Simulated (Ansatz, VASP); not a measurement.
## Two plane-wave programs on HgTe

Contents of POSCAR:

```
HgTe
1.0
    0.0000000000      3.2891972858      3.2891972858
    3.2891972858      0.0000000000      3.2891972858
    3.2891972858      3.2891972858      0.0000000000
Hg Te
1 1
Direct
    0.0000000000      0.0000000000      0.0000000000
    0.2500000000      0.2500000000      0.2500000000
```

INCAR.step1

```
SYSTEM = HgTe
ALGO     = Normal         ! electronic algorithm
EDIFF    = 1E-5           ! SCF threshold, eV
ENCUT    = 520            ! plane-wave cutoff, eV
GGA      = PE             ! functional
ISIF     = 2              ! what is computed and relaxed
ISMEAR   = -1             ! smearing method
LASPH    = .True.         ! aspherical terms in the spheres
LREAL    = .False.        ! projectors in reciprocal space
LWAVE    = .True.         ! write WAVECAR
NBANDS   = 16             ! bands
NELM     = 100            ! most SCF steps
PREC     = Accurate       ! precision mode
SIGMA    = 0.02           ! smearing width, eV
```

INCAR.step2

```
SYSTEM = HgTe
AEXX     = 0.4            ! exact-exchange fraction
ALGO     = Normal         ! electronic algorithm
EDIFF    = 1E-6           ! SCF threshold, eV
ENCUT    = 520            ! plane-wave cutoff, eV
GGA      = PE             ! functional
HFSCREEN = 0.1            ! screening, 1/A
ISIF     = 2              ! what is computed and relaxed
ISMEAR   = -1             ! smearing method
ISTART   = 1            
LASPH    = .True.         ! aspherical terms in the spheres
LCHARG   = .True.         ! write CHGCAR
LELF     = .True.         ! ELF
LHFCALC  = .True.         ! exact exchange
LREAL    = .False.        ! projectors in reciprocal space
LVHAR    = .True.       
LWAVE    = .False.        ! write WAVECAR
NBANDS   = 16             ! bands
NELM     = 100            ! most SCF steps
PREC     = Accurate       ! precision mode
PRECFOCK = Normal       
SIGMA    = 0.02           ! smearing width, eV
```

The input KPOINTS:

```
k-points
0
Gamma
  4 4 4
  0 0 0
```

Input for Ansatz:

```yaml
crystal:
  lattice:
    - [0.0, 3.2891972858, 3.2891972858]
    - [3.2891972858, 0.0, 3.2891972858]
    - [3.2891972858, 3.2891972858, 0.0]
  atoms:
    - { symbol: Hg, position: [0.0, 0.0, 0.0] }
    - { symbol: Te, position: [0.25, 0.25, 0.25] }
kpoints:
  mp_grid: { grid: [4, 4, 4] }
hamiltonian:
  xc: { exchange: pbe, correlation: pbe, exx: { coeff: 0.4, omega: 0.1 } }
scf:
  occupations: { method: fermi_dirac, width: 0.02 }
  n_extra_bands: 4
output:
  forces: true
  stress: true
  eigenvalues: true
```

Alike in both runs: task single point; functional PBE-based screened hybrid with a share of 0.4 of exact exchange and HFSCREEN = 0.1; k mesh 4 × 4 × 4; occupations fermi-dirac, width 0.02 eV; no spin polarisation.

```csv
,VASP,Ansatz
version,VASP 6.6.1,Ansatz 0.2.0
potentials or method,"VASP PAW PBE potentials, release 64 (Hg, Te)",plane waves
plane-wave cutoff (eV),520,420
valence electrons in the cell,18,36
```

|  | VASP | Ansatz | Ansatz less VASP |
| --- | --- | --- | --- |
| gap on the k mesh at the Fermi level (eV) | 0.74 | 0.85 | +0.107 |
| pressure (GPa) | -1.4 | -1.1 | +0.30 |

VASP's potentials were made for PBE, not for PBE-based screened hybrid. With one functional, cell and mesh, what is left measures potentials, basis and numerics. VASP's potentials hold 18 valence electrons a cell and Ansatz's 36, so a difference there can come from the potentials and not from the codes. Ansatz's warnings: stress exchange threshold loose, stress scf threshold loose.

Neither program's run includes spin-orbit coupling.
